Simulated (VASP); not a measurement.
# C (R-3m) in VASP: further runs

Runs on C. Level: PBE. Tasks: single point.

Program: VASP 6.6.1. These are calculated values, not measurements. Logs are shortened: lines on timing, memory, paths and dates and some standing lists are left out, and cuts for length are marked.

**1. The cell of the first run**

The structure is trigonal, space group R-3m (No. 166). Conventional cell: a = 2.595 Å, b = 2.595 Å, c = 28.613 Å, α = 90.00°, β = 90.00°, γ = 120.00°. C (site symmetry 3m) has 4 C at 1.42 to 1.57 Å within 1.9 Å. C (site symmetry 3m) has 4 C at 1.42 to 1.57 Å within 1.9 Å. C (site symmetry 3m) has 4 C at 1.42 to 1.57 Å within 1.9 Å. Within 1.9 Å of C (site symmetry 3m) lie 4 C at 1.44 to 1.57 Å. Within 1.9 Å of C (site symmetry 3m) lie 4 C at 1.44 to 1.57 Å.

**2. Single point, PBE**

The input, INCAR:

```
  ALGO = Normal
  EDIFF = 1E-7
  ENCUT = 520
  GGA = PE
  ISIF = 2
  ISMEAR = 0
  LASPH = T
  LCHARG = F
  LREAL = F
  LWAVE = F
  NBANDS = 31
  NELM = 100
  PREC = Accurate
  SIGMA = 0.05
```

The input, KPOINTS:

```
k-points
0
Gamma
  12 12 12
```

The input, POSCAR:

```
C
1.0
    1.2976000000      0.7491697093      9.5376666667
   -1.2976000000      0.7491697093      9.5376666667
    0.0000000000     -1.4983394186      9.5376666667
C
10
Direct
    0.0248257000      0.0248257000      0.0248257000
    0.9751743000      0.9751743000      0.9751743000
    0.1086810650      0.1086810650      0.1086810650
    0.8913189350      0.8913189350      0.8913189350
    0.1583663742      0.1583663742      0.1583663742
    0.8416336258      0.8416336258      0.8416336258
    0.3748589682      0.3748589682      0.3748589682
    0.6251410318      0.6251410318      0.6251410318
    0.4253192967      0.4253192967      0.4253192967
    0.5746807033      0.5746807033      0.5746807033
```

Potentials or basis: VASP PAW PBE potentials, release 64 (C).

On the command line:

```
cat potpaw_PBE.64/C/POTCAR > POTCAR
mpirun -np 1 vasp_std > vasp.out
```

OUTCAR:

```text
EDIFF = 1E-7
   ENCUT = 520
   GGA = PE
   ISIF = 2
   ISMEAR = 0
   LASPH = T
   LREAL = F
   NELM = 100
   PREC = Accurate

 ion  position               nearest neighbor table
   1  0.025  0.025  0.025-   2 1.42   7 1.57   7 1.57   7 1.57
   2  0.975  0.975  0.975-   1 1.42   8 1.57   8 1.57   8 1.57
   3  0.109  0.109  0.109-   5 1.42   9 1.57   9 1.57   9 1.57
   4  0.891  0.891  0.891-   6 1.42  10 1.57  10 1.57  10 1.57
   5  0.158  0.158  0.158-   3 1.42   6 1.57   6 1.57   6 1.57
   6  0.842  0.842  0.842-   4 1.42   5 1.57   5 1.57   5 1.57
   7  0.375  0.375  0.375-   9 1.44   1 1.57   1 1.57   1 1.57
   8  0.625  0.625  0.625-  10 1.44   2 1.57   2 1.57   2 1.57
   9  0.425  0.425  0.425-   7 1.44   3 1.57   3 1.57   3 1.57
  10  0.575  0.575  0.575-   8 1.44   4 1.57   4 1.57   4 1.57

  LATTYP: Found a trigonal (rhomboedric) cell.
 ALAT       =     9.6546417053
 COS(alpha) =     0.9638723804

  Lattice vectors:

 A1 = (   1.2976000000,   0.7491697093,   9.5376666667)
 A2 = (  -1.2976000000,   0.7491697093,   9.5376666667)
 A3 = (   0.0000000000,  -1.4983394186,   9.5376666667)

Analysis of symmetry for initial positions (statically):
=====================================================================
 Subroutine PRICEL returns:
 Original cell was already a primitive cell.

 Routine SETGRP: Setting up the symmetry group for a
 trigonal (rhombohedral) supercell.

 Subroutine GETGRP returns: Found 12 space group operations
 (whereof 12 operations were pure point group operations)
 out of a pool of 12 trial point group operations.

The static configuration has the point symmetry D_3d.

Analysis of symmetry for dynamics (positions and initial velocities):
=====================================================================
 Subroutine PRICEL returns:
 Original cell was already a primitive cell.

 Routine SETGRP: Setting up the symmetry group for a
 trigonal (rhombohedral) supercell.

 Subroutine GETGRP returns: Found 12 space group operations
 (whereof 12 operations were pure point group operations)
 out of a pool of 12 trial point group operations.

The dynamic configuration has the point symmetry D_3d.

 Subroutine INISYM returns: Found 12 space group operations
 (whereof 12 operations are pure point group operations),
 and found     1 'primitive' translations

[... 110 lines left out ...]
   EDIFF  = 0.1E-06   stopping-criterion for ELM
   LREAL  =      F    real-space projection
   EDIFFG = 0.1E-05   stopping-criterion for IOM
   NSW    =      0    number of steps for IOM
   IBRION =     -1    ionic relax: 0-MD 1-quasi-New 2-CG
   NFREE  =      0    steps in history (QN), initial steepest desc. (CG)
   ISIF   =      2    stress and relaxation
   ISYM   =      2    0-nonsym 1-usesym 2-fastsym
   POTIM  = 0.5000    time-step for ionic-motion
   TEBEG  =    0.0;   TEEND  =   0.0 temperature during run
   PSTRESS=    0.0 pullay stress
   NELECT =      40.0000    total number of electrons
   NUPDOWN=      -1.0000    fix difference up-down
   EMIN   =  10.00;   EMAX   =-10.00  energy-range for DOS
   EFERMI =   0.00;   METHOD = LEGACY
   ISMEAR =     0;   SIGMA  =   0.05  broadening in eV -4-tet -1-fermi 0-gaus
   EFERMI_NEDOS =   21; number of points for ismear=-14 and -15
   IALGO  =     38    algorithm
   IMIX   =      4    mixing-type and parameters
     AMIX     =   0.40;   BMIX     =  1.00
     AMIX_MAG =   1.60;   BMIX_MAG =  1.00
  volume/ion in A,a.u.               =       5.56        37.54
  Fermi-wavevector in a.u.,A,eV,Ry     =   1.466639  2.771547 29.266555  2.151031
  Thomas-Fermi vector in A             =   2.582353
   LORBIT       =      0    0 simple, 1 ext, 2 COOP (PROOUT), +10 PAW based schemes
   GGA     = PE    functional components
   LHFCALC =     F    Hartree Fock is set to
   AEXX    =    0.0000 exact exchange contribution
   IVDW    =     0    specifies the selected vdW correction
   LEPSILON=     F    determine dielectric tensor
   LRPA    =     F    only Hartree local field effects (RPA)
 non-spin polarized calculation
 Gauss-broadening in eV      SIGMA  =   0.05
  energy-cutoff  :      520.00
  volume of cell :       55.63
 maximum number of plane-waves:      1516
   NGX = 35   NGY = 35   NGZ = 35

 number of electron      40.0000000 magnetization

 Free energy of the ion-electron system (eV)
  ---------------------------------------------------
  ext. energy  EPLUGINS =         0.00000000
  ---------------------------------------------------
  free energy    TOTEN  =       -88.82948963 eV

  energy without entropy =      -88.82948963  energy(sigma->0) =      -88.82948963

 E-fermi :  10.5537     XC(G=0): -13.3354

 val. band max:       10.2823465511   @ k =   0.0000   0.0000   0.0000
 cond. band min:      13.2761033769   @ k =   0.5000   0.5000   0.0000
 fundamental gap:      2.9937568257
 Fermi energy:        10.5536897562

 k-point     1 :       0.0000    0.0000    0.0000
  band No.  band energies     occupation
      1     -11.7904      2.00000
      2     -10.5211      2.00000
      3     -10.4844      2.00000
      4      -6.7310      2.00000
      5      -6.7142      2.00000
      6      -0.7739      2.00000
[... 805 lines left out ...]
     30      21.2415      0.00000
     31      21.6122      0.00000

 [... further k-points ...]
[... 5 lines left out ...]
  --------------------------------------------------------------------------------------
  -------------------------------------------------------------------------------------
  Total      -10.9676999    -10.9676999     42.9868061      0.0000000      0.0000000      0.0000000
  in kB     -315.8724163   -315.8724163   1238.0304440      0.0000000      0.0000000      0.0000000
  external PRESSURE =     202.0952038 kB  Pullay stress =       0.0000000 kB

 VOLUME and BASIS-vectors are now :
 -----------------------------------------------------------------------------
  energy-cutoff  :      520.00
  volume of cell :       55.63
      direct lattice vectors                 reciprocal lattice vectors
     1.297600000  0.749169709  9.537666667     0.385326757  0.222468507  0.034949149
    -1.297600000  0.749169709  9.537666667    -0.385326757  0.222468507  0.034949149
     0.000000000 -1.498339419  9.537666667     0.000000000 -0.444937014  0.034949149

 POSITION                                       TOTAL-FORCE (eV/Angst)
 -----------------------------------------------------------------------------------
      0.00000      0.00000      0.71034         0.000000      0.000000      1.036178
      0.00000      0.00000     27.90266         0.000000     -0.000000     -1.036178
      0.00000      0.00000      3.10969         0.000000      0.000000     -1.012445
      0.00000      0.00000     25.50331         0.000000      0.000000      1.012445
      0.00000      0.00000      4.53134         0.000000      0.000000      1.445221
      0.00000      0.00000     24.08166         0.000000      0.000000     -1.445221
      0.00000      0.00000     10.72584         0.000000     -0.000000     -1.341240
      0.00000      0.00000     17.88716         0.000000     -0.000000      1.341240
      0.00000      0.00000     12.16966         0.000000     -0.000000      1.345292
      0.00000      0.00000     16.44334         0.000000      0.000000     -1.345292
 -----------------------------------------------------------------------------------
    total drift:                               -0.000000     -0.000000      0.000000

  FREE ENERGIE OF THE ION-ELECTRON SYSTEM (eV)
  ---------------------------------------------------
  free  energy   TOTEN  =       -88.8294896334 eV

  energy  without entropy=      -88.8294896334  energy(sigma->0) =      -88.82948963
```

OSZICAR:

```text
N       E                     dE             d eps       ncg     rms          rms(c)
DAV:   1     0.906077602264E+02    0.90608E+02   -0.21397E+04 11718   0.126E+03
DAV:   2    -0.857456755995E+02   -0.17635E+03   -0.16867E+03 15037   0.242E+02
DAV:   3    -0.924511582538E+02   -0.67055E+01   -0.66650E+01 15470   0.431E+01
DAV:   4    -0.925139151709E+02   -0.62757E-01   -0.62646E-01 16020   0.438E+00
DAV:   5    -0.925147458719E+02   -0.83070E-03   -0.83032E-03 15641   0.464E-01    0.131E+01
DAV:   6    -0.897387951062E+02    0.27760E+01   -0.18811E+00 13767   0.714E+00    0.775E+00
DAV:   7    -0.888231091071E+02    0.91569E+00   -0.23979E+00 13957   0.825E+00    0.174E+00
DAV:   8    -0.888291990696E+02   -0.60900E-02   -0.95322E-02 15224   0.164E+00    0.141E-01
DAV:   9    -0.888293364321E+02   -0.13736E-03   -0.13670E-03 15843   0.229E-01    0.676E-02
DAV:  10    -0.888294687049E+02   -0.13227E-03   -0.18208E-04 14577   0.802E-02    0.237E-02
DAV:  11    -0.888294871965E+02   -0.18492E-04   -0.14904E-05 15168   0.247E-02    0.516E-03
DAV:  12    -0.888294893644E+02   -0.21679E-05   -0.23029E-06 14723   0.934E-03    0.181E-03
DAV:  13    -0.888294896371E+02   -0.27270E-06   -0.29296E-07 14095   0.357E-03    0.463E-04
DAV:  14    -0.888294896334E+02    0.36989E-08   -0.12538E-08  9817   0.737E-04
   1 F= -.88829490E+02 E0= -.88829490E+02  d E =-.531151E-17
```

It took 35 min on 1 thread of Intel Xeon 6975P-C (Granite Rapids), shared host; peak memory 0.81 GiB.

What came out:

| Property | Result |
| --- | --- |
| Free energy | -88.8295 eV |
| Pressure | 20.2 GPa |
| Largest force | 1.445 eV/Å |
| Band gap on the k mesh | 2.99 eV (least direct gap 4.00 eV) |

Forces in eV/Å, atoms in the order of the input:
```
C    0.000  0.000  1.036
C    0.000  0.000 -1.036
C    0.000  0.000 -1.012
C    0.000  0.000  1.012
C    0.000  0.000  1.445
C    0.000  0.000 -1.445
C    0.000  0.000 -1.341
C    0.000  0.000  1.341
C    0.000  0.000  1.345
C    0.000  0.000 -1.345
```

Levels at points of the mesh, in eV from the valence-band top:
| k point | band 16 | band 17 | band 18 | band 19 | band 20 | band 21 | band 22 | band 23 | band 24 | band 25 |
| --- | --- | --- | --- | --- | --- | --- | --- | --- | --- | --- |
| (0.00, 0.00, 0.00) | -2.03 | -2.03 | -0.68 | 0.00 | 0.00 | 4.00 | 4.00 | 5.73 | 5.81 | 5.98 |
| (0.50, 0.00, 0.00) | -4.84 | -4.77 | -4.71 | -3.53 | -2.49 | 3.28 | 3.34 | 5.63 | 5.94 | 7.31 |
| (0.50, 0.50, 0.00) | -5.34 | -4.15 | -4.05 | -3.29 | -3.26 | 2.99 | 4.15 | 4.38 | 6.94 | 7.49 |
| (0.50, 0.50, 0.50) | -1.62 | -0.81 | -0.81 | -0.75 | -0.75 | 4.79 | 4.79 | 4.94 | 4.94 | 5.73 |

Caveat: the stress differs along the axes, from -32 to 124 GPa; forces of over 1 eV/Å act on the atoms, so gaps and moduli don't describe the material at rest. A hybrid or GW would open this gap; PBE tends to underestimate it.

**3. Single point, PBE**

This run uses another cell than the first one, of 5.59 Å³/atom.

The input, INCAR:

```
SYSTEM = C
  PREC = Accurate
  ENCUT = 520
  EDIFF = 1E-6
  ISMEAR = 0
  SIGMA = 0.05
  LREAL = .FALSE.
  LASPH = .TRUE.
  NELM = 100
  ALGO = Normal
  ISIF = 2
  LWAVE = .FALSE.
  LCHARG = .TRUE.
  GGA = PE
  LELF = .TRUE.
  LVHAR = .TRUE.
  NBANDS = 31
```

The input, KPOINTS:

```
regular mesh
0
G
  12 12 12
  0 0 0
```

Changes to POSCAR since step 2:

```diff
@@ -2,5 +2,5 @@
 1.0
-    1.2976000000      0.7491697093      9.5376666667
-   -1.2976000000      0.7491697093      9.5376666667
-    0.0000000000     -1.4983394186      9.5376666667
+    1.2472000000      0.7200712557     10.3670139469
+   -1.2472000000      0.7200712557     10.3670139469
+    0.0000000000     -1.4401425115     10.3670139469
 C
```

Potentials or basis: VASP PAW PBE potentials, release 64 (C).

On the command line:

```
cat potpaw_PBE.64/C/POTCAR > POTCAR
mpirun -np 1 vasp_std > vasp.out
```

Wall time 36 min (1 thread of Intel Xeon 6975P-C (Granite Rapids), shared host); peak memory 0.97 GiB.

The run converged. Its results:

```
Free energy            : -90.8046 eV
Pressure               : 9.8 GPa
Largest force          : 0.056 eV/Å
Band gap on the k mesh : 4.60 eV (least direct gap 5.30 eV)
```

Forces on the atoms (eV/Å):
```
C    0.000  0.000 -0.029
C    0.000  0.000  0.029
C    0.000  0.000  0.028
C    0.000  0.000 -0.028
C    0.000  0.000 -0.046
C    0.000  0.000  0.046
C    0.000  0.000  0.055
C    0.000  0.000 -0.055
C    0.000  0.000 -0.056
C    0.000  0.000  0.056
```

Stress tensor (GPa, compression positive):
```
13.92  0.00  0.00
 0.00 13.92  0.00
 0.00  0.00  1.49
```

Levels at points of the mesh, in eV from the valence-band top:
| k point | band 18 | band 19 | band 20 | band 21 | band 22 | band 23 |
| --- | --- | --- | --- | --- | --- | --- |
| (0.00, 0.00, 0.00) | -0.19 | 0.00 | 0.00 | 5.30 | 5.50 | 5.50 |
| (0.50, 0.00, 0.00) | -4.45 | -3.62 | -3.02 | 5.01 | 5.01 | 6.15 |
| (0.50, 0.50, 0.00) | -4.16 | -3.48 | -3.47 | 4.79 | 5.37 | 5.67 |
| (0.50, 0.50, 0.50) | -0.45 | -0.41 | -0.41 | 5.97 | 5.97 | 6.07 |

Caveat: the stress differs along the axes, from 1 to 14 GPa.

**4. Single point, PBE**

This run uses another cell than the first one, of 5.62 Å³/atom.

The input, INCAR:

```
PREC = Accurate ; ENCUT = 520
EDIFF = 1E-6 ; ISMEAR = 0
SIGMA = 0.05 ; LREAL = False
LASPH = True ; NELM = 60
ALGO = Normal ; ISIF = 2
LWAVE = False ; LCHARG = False
GGA = PE ; NBANDS = 31
```

The input, KPOINTS:

```
regular mesh
0
Gamma
  12 12 12
```

Changes to POSCAR since step 3:

```diff
@@ -2,5 +2,5 @@
 1.0
-    1.2472000000      0.7200712557     10.3670139469
-   -1.2472000000      0.7200712557     10.3670139469
-    0.0000000000     -1.4401425115     10.3670139469
+    1.2346000000      0.7127966423     10.6434666667
+   -1.2346000000      0.7127966423     10.6434666667
+    0.0000000000     -1.4255932847     10.6434666667
 C
```

Potentials or basis: VASP PAW PBE potentials, release 64 (C).

On the command line:

```
cat potpaw_PBE.64/C/POTCAR > POTCAR
mpirun -np 1 vasp_std > vasp.out
```

OUTCAR:

```text
PREC = Accurate
   ENCUT = 520
   EDIFF = 1E-6
   ISMEAR = 0
   LREAL = False
   LASPH = True
   NELM = 60
   ISIF = 2
   GGA = PE

 ion  position               nearest neighbor table
   1  0.025  0.025  0.025-   7 1.52   7 1.52   7 1.52   2 1.59
   2  0.975  0.975  0.975-   8 1.52   8 1.52   8 1.52   1 1.59
   3  0.109  0.109  0.109-   9 1.52   9 1.52   9 1.52   5 1.59
   4  0.891  0.891  0.891-  10 1.52  10 1.52  10 1.52   6 1.59
   5  0.158  0.158  0.158-   6 1.52   6 1.52   6 1.52   3 1.59
   6  0.842  0.842  0.842-   5 1.52   5 1.52   5 1.52   4 1.59
   7  0.375  0.375  0.375-   1 1.52   1 1.52   1 1.52   9 1.61
   8  0.625  0.625  0.625-   2 1.52   2 1.52   2 1.52  10 1.61
   9  0.425  0.425  0.425-   3 1.52   3 1.52   3 1.52   7 1.61
  10  0.575  0.575  0.575-   4 1.52   4 1.52   4 1.52   8 1.61

  LATTYP: Found a trigonal (rhomboedric) cell.
 ALAT       =    10.7385147436
 COS(alpha) =     0.9735640997

  Lattice vectors:

 A1 = (   1.2346000000,   0.7127966423,  10.6434666667)
[... 202 lines left out ...]
      1     -11.7629      2.00000
      2     -10.7788      2.00000
      3     -10.6990      2.00000
      4      -7.8727      2.00000
      5      -7.8571      2.00000
      6      -1.9394      2.00000
[... 805 lines left out ...]
     30      20.4595      0.00000
     31      20.8261      0.00000

 [... further k-points ...]

------------------------ aborting loop because EDIFF is reached ----------------------------------------

  FORCE on cell =-STRESS in cart. coord.  units (eV):
  Direction    XX          YY          ZZ          XY          YZ          ZX
  --------------------------------------------------------------------------------------
  -------------------------------------------------------------------------------------
  Total        9.3183675      9.3183675    -10.0903727      0.0000000      0.0000000      0.0000000
  in kB      265.6587610    265.6587610   -287.6679750      0.0000000      0.0000000      0.0000000
  external PRESSURE =      81.2165157 kB  Pullay stress =       0.0000000 kB

 VOLUME and BASIS-vectors are now :
 -----------------------------------------------------------------------------
  energy-cutoff  :      520.00
  volume of cell :       56.20
      direct lattice vectors                 reciprocal lattice vectors
     1.234600000  0.712796642 10.643466667     0.404989470  0.233820780  0.031318117
    -1.234600000  0.712796642 10.643466667    -0.404989470  0.233820780  0.031318117
     0.000000000 -1.425593285 10.643466667     0.000000000 -0.467641559  0.031318117

 POSITION                                       TOTAL-FORCE (eV/Angst)
 -----------------------------------------------------------------------------------
      0.00000     -0.00000      0.79269         0.000000      0.000000     -0.004676
      0.00000     -0.00000     31.13771         0.000000     -0.000000      0.004676
      0.00000     -0.00000      3.47023         0.000000      0.000000     -0.001372
      0.00000     -0.00000     28.46017         0.000000     -0.000000      0.001372
      0.00000     -0.00000      5.05670         0.000000      0.000000     -0.083659
      0.00000     -0.00000     26.87370         0.000000     -0.000000      0.083659
      0.00000     -0.00000     11.96940         0.000000     -0.000000      0.059983
      0.00000     -0.00000     19.96100         0.000000      0.000000     -0.059983
      0.00000     -0.00000     13.58062         0.000000      0.000000     -0.063935
      0.00000     -0.00000     18.34978         0.000000     -0.000000      0.063935
 -----------------------------------------------------------------------------------
    total drift:                               -0.000000     -0.000000      0.000000

  FREE ENERGIE OF THE ION-ELECTRON SYSTEM (eV)
  ---------------------------------------------------
  free  energy   TOTEN  =       -90.5328678164 eV

  energy  without entropy=      -90.5328678164  energy(sigma->0) =      -90.53286782
```

It took 33 min on 1 thread of Intel Xeon 6975P-C (Granite Rapids), shared host; peak memory 0.96 GiB.

What came out:

| Quantity | Value |
| --- | --- |
| Free energy | -90.5329 eV |
| Pressure | 8.1 GPa |
| Largest force | 0.084 eV/Å |
| Band gap on the k mesh | 4.34 eV |

Forces in eV/Å, atoms in the order of the input:
```
C    0.000  0.000 -0.005
C    0.000  0.000  0.005
C    0.000  0.000 -0.001
C    0.000  0.000  0.001
C    0.000  0.000 -0.084
C    0.000  0.000  0.084
C    0.000  0.000  0.060
C    0.000  0.000 -0.060
C    0.000  0.000 -0.064
C    0.000  0.000  0.064
```

Levels at points of the mesh, in eV from the valence-band top:
```tsv
k point	band 16	band 17	band 18	band 19	band 20	band 21	band 22	band 23	band 24	band 25
(0.00, 0.00, 0.00)	-1.08	-1.08	-0.27	0.00	0.00	4.34	5.87	5.87	7.13	7.13
(0.50, 0.00, 0.00)	-4.95	-4.43	-4.39	-3.67	-3.15	5.39	5.41	5.62	5.67	6.83
(0.50, 0.50, 0.00)	-5.25	-4.32	-4.19	-3.54	-3.54	4.83	5.26	5.99	6.03	6.39
(0.50, 0.50, 0.50)	-1.83	-0.38	-0.38	-0.34	-0.34	5.88	5.88	6.28	6.28	6.36
```

Caveat: the stress differs along the axes, from -29 to 27 GPa. A k mesh can miss the band edges.

**5. Overview**

```csv
cell,gap on the mesh (eV),pressure (GPa),largest force (eV/Å)
"a = 9.655 Å, angles 15.4°, 10 atoms",2.99,20.2,1.45
"a = 10.467 Å, angles 13.7°, 10 atoms",4.60,9.8,0.06
"a = 10.739 Å, angles 13.2°, 10 atoms",4.34,8.1,0.08
```

Alike in all rows: task single point; level PBE; potentials or basis VASP PAW PBE potentials, release 64 (C); no spin polarisation; k mesh 12 × 12 × 12; cutoff (eV) 520; smearing gaussian 0.05 eV.

Caveats: the stress differs along the axes, from -32 to 124 GPa (at least some runs); forces of over 1 eV/Å act on the atoms, so gaps and moduli don't describe the material at rest (at least some runs); the stress differs along the axes, from 1 to 14 GPa (at least some runs); the stress differs along the axes, from -29 to 27 GPa (at least some runs).

Total energies depend on the potentials used, so only differences within one code and one set of settings carry meaning.
